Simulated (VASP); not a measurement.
# Li2Se3 (R-3m) in VASP: single point with PBE

Aim: the single point of Li2Se3 with PBE.

Program: VASP 6.6.1. These are calculated values, not measurements. Logs are shortened: lines on timing, memory, paths and dates and some standing lists are left out, and cuts for length are marked.

## (1) The cell of the first run

The structure is trigonal, space group R-3m (No. 166). The conventional cell has a = 3.969 Å, b = 3.969 Å, c = 21.543 Å, α = 90.00°, β = 90.00°, γ = 120.00°. Li (site symmetry 3m) has 6 Se at 2.51 to 2.90 Å and 3 Li at 3.09 Å within 3.3 Å. Within 3.3 Å of Se (site symmetry -3m) lie 6 Li at 2.51 Å. Within 3.7 Å of Se (site symmetry 3m) lie 6 Se at 2.78 to 3.62 Å and 3 Li at 2.90 Å.

## (2) Single point, PBE

File INCAR:

```
PREC     = Accurate       # precision mode
ENCUT    = 520            # plane-wave cutoff, eV
EDIFF    = 1E-6           # SCF threshold, eV
ISMEAR   = 0              # smearing method
SIGMA    = 0.1            # smearing width, eV
LREAL    = F              # projectors in reciprocal space
LASPH    = T              # aspherical terms in the spheres
NELM     = 80             # most SCF steps
ALGO     = Normal         # electronic algorithm
ISIF     = 2              # what is computed and relaxed
LWAVE    = F              # write WAVECAR
LCHARG   = T              # write CHGCAR
GGA      = PE             # functional
LELF     = T              # ELF
LVHAR    = T            
NBANDS   = 20             # bands
```

File KPOINTS:

```
regular mesh
0
Gamma
  6 6 6
```

File POSCAR:

```
Li2Se3
1.0
    1.9843879267      1.1456869037      7.1811103861
   -1.9843879267      1.1456869037      7.1811103861
    0.0000000000     -2.2913738073      7.1811103861
Li Se
2 3
Direct
    0.3814320904      0.3814320904      0.3814320904
    0.6185679096      0.6185679096      0.6185679096
    0.0000000000      0.0000000000      0.0000000000
    0.2030955726      0.2030955726      0.2030955726
    0.7969044274      0.7969044274      0.7969044274
```

Potentials or basis: VASP PAW PBE potentials, release 64 (Li_sv, Se).

The run is started by

```bash
$ cat potpaw_PBE.64/Li_sv/POTCAR potpaw_PBE.64/Se/POTCAR > POTCAR
$ mpirun -np 1 vasp_std > vasp.out
```

OUTCAR:

```text
PREC = Accurate
   ENCUT = 520
   EDIFF = 1E-6
   ISMEAR = 0
   LREAL = F
   LASPH = T
   NELM = 80
   ISIF = 2
   GGA = PE

 ion  position               nearest neighbor table
   1  0.381  0.381  0.381-   3 2.51   3 2.51   3 2.51
   2  0.619  0.619  0.619-   3 2.51   3 2.51   3 2.51
   3  0.000  0.000  0.000-   2 2.51   2 2.51   1 2.51   1 2.51   2 2.51   1 2.51
   4  0.203  0.203  0.203-   5 2.78   5 2.78   5 2.78
   5  0.797  0.797  0.797-   4 2.78   4 2.78   4 2.78

  LATTYP: Found a trigonal (rhomboedric) cell.
 ALAT       =     7.5378206600
 COS(alpha) =     0.8613909628

  Lattice vectors:

 A1 = (   1.9843879267,   1.1456869037,   7.1811103861)
 A2 = (  -1.9843879267,   1.1456869037,   7.1811103861)
 A3 = (   0.0000000000,  -2.2913738073,   7.1811103861)

Analysis of symmetry for initial positions (statically):
=====================================================================
 Subroutine PRICEL returns:
 Original cell was already a primitive cell.

 Routine SETGRP: Setting up the symmetry group for a
 trigonal (rhombohedral) supercell.

 Subroutine GETGRP returns: Found 12 space group operations
 (whereof 12 operations were pure point group operations)
 out of a pool of 12 trial point group operations.

The static configuration has the point symmetry D_3d.

Analysis of symmetry for dynamics (positions and initial velocities):
=====================================================================
 Subroutine PRICEL returns:
 Original cell was already a primitive cell.

 Routine SETGRP: Setting up the symmetry group for a
 trigonal (rhombohedral) supercell.

 Subroutine GETGRP returns: Found 12 space group operations
 (whereof 12 operations were pure point group operations)
 out of a pool of 12 trial point group operations.

The dynamic configuration has the point symmetry D_3d.

 Subroutine INISYM returns: Found 12 space group operations
 (whereof 12 operations are pure point group operations),
 and found     1 'primitive' translations

----------------------------------------------------------------------------------------

                                     Primitive cell

  volume of cell :      97.9570

  direct lattice vectors                    reciprocal lattice vectors
     1.984387927  1.145686904  7.181110386     0.251966863  0.145473136  0.046418077
    -1.984387927  1.145686904  7.181110386    -0.251966863  0.145473136  0.046418077
     0.000000000 -2.291373807  7.181110386     0.000000000 -0.290946272  0.046418077

  length of vectors
     7.537820660  7.537820660  7.537820660     0.294625815  0.294625815  0.294625815

  position of ions in fractional coordinates (direct lattice)
     0.381432090  0.381432090  0.381432090
     0.618567910  0.618567910  0.618567910
     0.000000000  0.000000000  0.000000000
     0.203095573  0.203095573  0.203095573
     0.796904427  0.796904427  0.796904427

  ion indices of the primitive-cell ions
   primitive index   ion index
                 1           1
                 2           2
                 3           3
                 4           4
                 5           5

----------------------------------------------------------------------------------------

 KPOINTS: regular mesh

Automatic generation of k-mesh.
 Grid dimensions read from file:
 generate k-points for:    6    6    6

 Generating k-lattice:

  Cartesian coordinates                     Fractional coordinates (reciprocal lattice)
     0.041994477  0.024245523  0.007736346     0.166666667  0.000000000  0.000000000
    -0.041994477  0.024245523  0.007736346     0.000000000  0.166666667  0.000000000
     0.000000000 -0.048491045  0.007736346     0.000000000  0.000000000  0.166666667

  Length of vectors
     0.049104303  0.049104303  0.049104303

  Shift w.r.t. Gamma in fractional coordinates (k-lattice)
     0.000000000  0.000000000  0.000000000

 Subroutine IBZKPT returns following result:
 ===========================================

 Found     32 irreducible k-points:

 Following reciprocal coordinates:
            Coordinates               Weight
  0.000000  0.000000  0.000000      1.000000
  0.166667 -0.000000  0.000000      6.000000
  0.333333  0.000000  0.000000      6.000000
  0.500000  0.000000  0.000000      3.000000
  0.166667  0.166667  0.000000      6.000000
  0.333333  0.166667  0.000000     12.000000
[... 16 lines left out ...]
  0.500000  0.500000  0.166667      6.000000
 -0.333333  0.500000  0.166667     12.000000
 [... further k-points ...]
   k-points           NKPTS =     32   k-points in BZ     NKDIM =     32   number of bands    NBANDS=     20
   number of dos      NEDOS =    301   number of ions     NIONS =      5
   total plane-waves  NPLWV = 175616
   dimension x,y,z NGX =    56 NGY =   56 NGZ =   56
   dimension x,y,z NGXF=   112 NGYF=  112 NGZF=  112
   ions per type =               2   3
   NGX,Y,Z   is equivalent  to a cutoff of  12.35, 12.35, 12.35 a.u.
   NGXF,Y,Z  is equivalent  to a cutoff of  24.70, 24.70, 24.70 a.u.
 SYSTEM =  unknown system
   PREC   = accura    normal or accurate (medium, high low for compatibility)
   ISTART =      0    job   : 0-new  1-cont  2-samecut
   ICHARG =      2    charge: 1-file 2-atom 10-const
   ISPIN  =      1    spin polarized calculation?
   LNONCOLLINEAR =      F non collinear calculations
   LSORBIT =      F    spin-orbit coupling
   LASPH  =      T    aspherical Exc in radial PAW
   ENCUT  =  520.0 eV  38.22 Ry    6.18 a.u.  14.02 14.02 14.02*2*pi/ulx,y,z
   NELM   =     80;   NELMIN=  2; NELMDL= -5     # of ELM steps
   EDIFF  = 0.1E-05   stopping-criterion for ELM
   LREAL  =      F    real-space projection
   EDIFFG = 0.1E-04   stopping-criterion for IOM
   NSW    =      0    number of steps for IOM
   IBRION =     -1    ionic relax: 0-MD 1-quasi-New 2-CG
   NFREE  =      0    steps in history (QN), initial steepest desc. (CG)
   ISIF   =      2    stress and relaxation
   ISYM   =      2    0-nonsym 1-usesym 2-fastsym
   POTIM  = 0.5000    time-step for ionic-motion
   TEBEG  =    0.0;   TEEND  =   0.0 temperature during run
   PSTRESS=    0.0 pullay stress
   NELECT =      24.0000    total number of electrons
   NUPDOWN=      -1.0000    fix difference up-down
   EMIN   =  10.00;   EMAX   =-10.00  energy-range for DOS
   EFERMI =   0.00;   METHOD = LEGACY
   ISMEAR =     0;   SIGMA  =   0.10  broadening in eV -4-tet -1-fermi 0-gaus
   EFERMI_NEDOS =   21; number of points for ismear=-14 and -15
   IALGO  =     38    algorithm
   IMIX   =      4    mixing-type and parameters
     AMIX     =   0.40;   BMIX     =  1.00
     AMIX_MAG =   1.60;   BMIX_MAG =  1.00
  volume/ion in A,a.u.               =      19.59       132.21
  Fermi-wavevector in a.u.,A,eV,Ry     =   1.024393  1.935823 14.277708  1.049382
  Thomas-Fermi vector in A             =   2.158178
   LORBIT       =      0    0 simple, 1 ext, 2 COOP (PROOUT), +10 PAW based schemes
   GGA     = PE    functional components
   LHFCALC =     F    Hartree Fock is set to
   AEXX    =    0.0000 exact exchange contribution
   IVDW    =     0    specifies the selected vdW correction
   LEPSILON=     F    determine dielectric tensor
   LRPA    =     F    only Hartree local field effects (RPA)
 non-spin polarized calculation
 Gauss-broadening in eV      SIGMA  =   0.10
  energy-cutoff  :      520.00
  volume of cell :       97.96
 maximum number of plane-waves:      2670
   NGX = 29   NGY = 29   NGZ = 29

 number of electron      24.0000001 magnetization

 Free energy of the ion-electron system (eV)
  ---------------------------------------------------
  ext. energy  EPLUGINS =         0.00000000
  ---------------------------------------------------
  free energy    TOTEN  =       -16.32339930 eV

  energy without entropy =      -16.30887194  energy(sigma->0) =      -16.31613562

 E-fermi :   3.0210     XC(G=0):  -9.1980

 val. band max:        3.0185167308   @ k =   0.5000   0.1667   0.0000
 cond. band min:       3.1328213523   @ k =   0.3333   0.3333   0.1667
 fundamental gap:      0.1143046215
 Fermi energy:         3.0209596778

 k-point     1 :       0.0000    0.0000    0.0000
  band No.  band energies     occupation
      1     -42.3018      2.00000
      2     -42.2926      2.00000
      3     -11.7635      2.00000
      4      -9.1129      2.00000
      5      -8.4683      2.00000
      6       0.1033      2.00000
[... 12 lines left out ...]
     19       9.7142      0.00000
     20      11.0667      0.00000

 k-point     2 :       0.1667   -0.0000    0.0000
  band No.  band energies     occupation
      1     -42.3011      2.00000
      2     -42.2929      2.00000
      3     -11.5472      2.00000
      4      -9.0309      2.00000
      5      -8.5514      2.00000
      6      -1.0638      2.00000
[... 12 lines left out ...]
     19       9.5660      0.00000
     20      10.2978      0.00000

 k-point     3 :       0.3333    0.0000    0.0000
  band No.  band energies     occupation
      1     -42.2993      2.00000
      2     -42.2939      2.00000
      3     -10.9680      2.00000
      4      -8.9713      2.00000
      5      -8.7914      2.00000
      6      -1.9703      2.00000
[... 12 lines left out ...]
     19      10.7046      0.00000
     20      10.8222      0.00000

 k-point     4 :       0.5000    0.0000    0.0000
  band No.  band energies     occupation
      1     -42.2979      2.00000
      2     -42.2948      2.00000
      3     -10.4703      2.00000
      4      -9.3654      2.00000
      5      -8.7162      2.00000
      6      -2.2332      2.00000
[... 429 lines left out ...]
 k-point    23 :       0.5000    0.5000    0.1667
  band No.  band energies     occupation
      1     -42.2993      2.00000
      2     -42.2939      2.00000
      3     -10.9465      2.00000
      4      -9.1635      2.00000
      5      -8.6286      2.00000
      6      -1.6195      2.00000
[... 12 lines left out ...]
     19      10.6550      0.00000
     20      11.8814      0.00000

 k-point    24 :      -0.3333    0.5000    0.1667
  band No.  band energies     occupation
      1     -42.2980      2.00000
      2     -42.2949      2.00000
      3     -10.4792      2.00000
      4      -9.3446      2.00000
      5      -8.7306      2.00000
      6      -1.7855      2.00000
[... 12 lines left out ...]
     19      11.0420      0.00000
     20      11.2059      0.00000

 [... further k-points ...]
[... 5 lines left out ...]
  --------------------------------------------------------------------------------------
  -------------------------------------------------------------------------------------
  Total        0.0038610      0.0038610      0.0060171      0.0000000      0.0000000      0.0000000
  in kB        0.0631508      0.0631508      0.0984158      0.0000000      0.0000000      0.0000000
  external PRESSURE =       0.0749058 kB  Pullay stress =       0.0000000 kB

 VOLUME and BASIS-vectors are now :
 -----------------------------------------------------------------------------
  energy-cutoff  :      520.00
  volume of cell :       97.96
      direct lattice vectors                 reciprocal lattice vectors
     1.984387927  1.145686904  7.181110386     0.251966863  0.145473136  0.046418077
    -1.984387927  1.145686904  7.181110386    -0.251966863  0.145473136  0.046418077
     0.000000000 -2.291373807  7.181110386     0.000000000 -0.290946272  0.046418077

 POSITION                                       TOTAL-FORCE (eV/Angst)
 -----------------------------------------------------------------------------------
      0.00000      0.00000      8.21732         0.000000      0.000000      0.010507
      0.00000      0.00000     13.32601         0.000000     -0.000000     -0.010507
      0.00000      0.00000      0.00000         0.000000     -0.000000      0.000000
      0.00000      0.00000      4.37536         0.000000      0.000000      0.017843
      0.00000      0.00000     17.16798         0.000000     -0.000000     -0.017843
 -----------------------------------------------------------------------------------
    total drift:                                0.000000      0.000000     -0.000000

  FREE ENERGIE OF THE ION-ELECTRON SYSTEM (eV)
  ---------------------------------------------------
  free  energy   TOTEN  =       -16.3233992976 eV

  energy  without entropy=      -16.3088719403  energy(sigma->0) =      -16.31613562
```

It took 98 s on 1 thread of Intel Xeon 6975P-C (Granite Rapids), shared host; peak memory 0.42 GiB.

What came out:

* Free energy: -16.3234 eV
* Largest force: 0.018 eV/Å
* Band gap on the k mesh: zero (band 12 reaches 3.02 eV, above the bottom of band 13 at 2.90 eV)

Forces in eV/Å, atoms in the order of the input:
```
Li   0.000  0.000  0.011
Li   0.000  0.000 -0.011
Se   0.000  0.000  0.000
Se   0.000  0.000  0.018
Se   0.000  0.000 -0.018
```

Levels at points of the mesh, in eV from the Fermi level:
| k point | band 10 | band 11 | band 12 | band 13 | band 14 | band 15 |
| --- | --- | --- | --- | --- | --- | --- |
| (0.00, 0.00, 0.00) | -0.67 | -0.67 | -0.03 | -0.03 | 0.57 | 4.57 |
| (0.50, 0.00, 0.00) | -1.78 | -1.23 | -0.16 | -0.10 | 0.76 | 5.18 |
| (0.50, 0.50, 0.00) | -1.84 | -1.38 | -0.92 | 0.25 | 1.08 | 4.45 |
| (0.50, 0.50, 0.50) | -0.58 | -0.58 | -0.43 | -0.12 | -0.12 | 4.26 |

Caveat: the cutoff is under 1.25 times the usual one of these potentials, so pressure, stress and relaxed cells hold a basis-set (Pulay) error.
